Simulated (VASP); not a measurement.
Input of a VASP 6.6.1 run:

Contents of POSCAR:

```
C
1.0
    0.0000000000      2.1270000000      3.3480000000
    1.2280000000      0.0000000000      3.3480000000
    1.2280000000      2.1270000000      0.0000000000
C
2
Direct
    0.1666700000      0.8333300000      0.1666700000
    0.8333300000      0.1666700000      0.8333300000
```

File INCAR.step1:

```
SYSTEM = C
PREC = Accurate
ENCUT = 520
ISMEAR = 1
SIGMA = 0.1
LREAL = .False.
LASPH = .True.
NELM = 100
NBANDS = 11
GGA = PE
ALGO = Normal
EDIFF = 1E-4
LWAVE = .True.
LCHARG = .False.
```

The input INCAR.step2:

```
SYSTEM = C
PREC = Accurate
ENCUT = 520
EDIFF = 1E-7
ISMEAR = 1
SIGMA = 0.1
LREAL = .False.
LASPH = .True.
NELM = 100
ALGO = Normal
ISIF = 2
LWAVE = .False.
LCHARG = .True.
METAGGA = R2SCAN
LMIXTAU = .True.
LELF = .True.
LVHAR = .True.
NBANDS = 11
ISTART = 1
```

KPOINTS

```
regular mesh
0
Gamma
  11 11 11
  0 0 0
```

Potentials or basis: VASP PAW PBE potentials, release 64 (C).

Run with:

```console
$ cat potpaw_PBE.64/C/POTCAR > POTCAR
$ cp INCAR.step1 INCAR
$ mpirun -np 1 vasp_std > vasp.out
$ cp INCAR.step2 INCAR
$ mpirun -np 1 vasp_std > vasp.out
```

(1) What does it give for the largest force?

(2) What does it give for the pressure?

(3) What does it give for the band gap on the k mesh?

## Answers

(1) 0.034 eV/Å.

(2) 1.1 GPa.

(3) 0.73 eV, indirect (least direct gap 0.88 eV).

Caveat: the PAW data sets were made with another functional, which shifts forces and pressure a little.
